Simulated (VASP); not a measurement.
Here is a VASP 6.6.1 calculation.

File INCAR:

```
PREC = Accurate
ENCUT = 600
EDIFF = 1E-6
ISMEAR = 0
SIGMA = 0.2
LREAL = False
LASPH = True
NELM = 120
ALGO = Normal
ISIF = 2
LWAVE = False
LCHARG = False
GGA = PE
NBANDS = 26
GGA_COMPAT = False
```

KPOINTS

```
Automatic mesh
0
Gamma
  4 4 4
```

Contents of POSCAR:

```
Mg5ZrN2
1.0
    2.5077657498      1.4478592307      6.5227608925
   -2.5077657498      1.4478592307      6.5227608925
    0.0000000000     -2.8957184614      6.5227608925
Mg Zr N
5 1 2
Direct
    0.0000000000      0.0000000000      0.0000000000
    0.7151467266      0.7151467266      0.7151467266
    0.2848532734      0.2848532734      0.2848532734
    0.1374778430      0.1374778430      0.1374778430
    0.8625221570      0.8625221570      0.8625221570
    0.5000000000      0.5000000000      0.5000000000
    0.3908200624      0.3908200624      0.3908200624
    0.6091799376      0.6091799376      0.6091799376
```

Potentials or basis: VASP PAW PBE potentials, release 64 (Mg, Zr_sv, N).

Command:

```sh
$ cat potpaw_PBE.64/Mg/POTCAR potpaw_PBE.64/Zr_sv/POTCAR potpaw_PBE.64/N/POTCAR > POTCAR
$ mpirun -np 1 vasp_std > vasp.out
```

**Question.** Predict the band gap on the k mesh.

**Answer.** Zero (band 16 reaches 4.21 eV, above the bottom of band 17 at 3.51 eV).

**Question.** What does it give for the pressure?

**Answer.** 0.3 GPa.

Forces in eV/Å, atoms in the order of the input:
```
Mg   0.000  0.000  0.000
Mg   0.000  0.000  0.012
Mg   0.000  0.000 -0.012
Mg   0.000  0.000 -0.003
Mg   0.000  0.000  0.003
Zr   0.000  0.000  0.000
N    0.000  0.000 -0.040
N    0.000  0.000  0.040
```

Caveat: the k points lie up to 0.37 Å⁻¹ apart.
